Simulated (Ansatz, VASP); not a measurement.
## One calculation of TiC, two programs

```
Ti C
1.0
     0.00000    2.14948    2.14948
     2.14948    0.00000    2.14948
     2.14948    2.14948    0.00000
Ti C
1 1
Cartesian
  0.0000 0.0000 0.0000
  2.1495 2.1495 2.1495
```

Change from the starting cell: volume scaled by 0.98, crystal datasets.

Alike in both runs: task electric field gradients; functional PBEsol; k mesh 16 × 16 × 16; occupations fermi-dirac, width 0.03 eV; no spin polarisation.

```csv
,VASP,Ansatz
version,VASP 6.6.1,Ansatz 0.2.0
potentials or method,"VASP PAW PBE potentials, release 64 (Ti_sv, C), cutoff 520 eV","all-electron PAW with datasets made for the crystal, scalar-relativistic"
```

Ansatz gave:

| Quantity | Value |
| --- | --- |
| pressure (GPa) | -1.1 |

Problem. Which values does VASP return?

Solution. Pressure (GPa): -0.8.

VASP's potentials were made for PBE, not for PBEsol. Ansatz ran all-electron here, and VASP with PAW potentials.
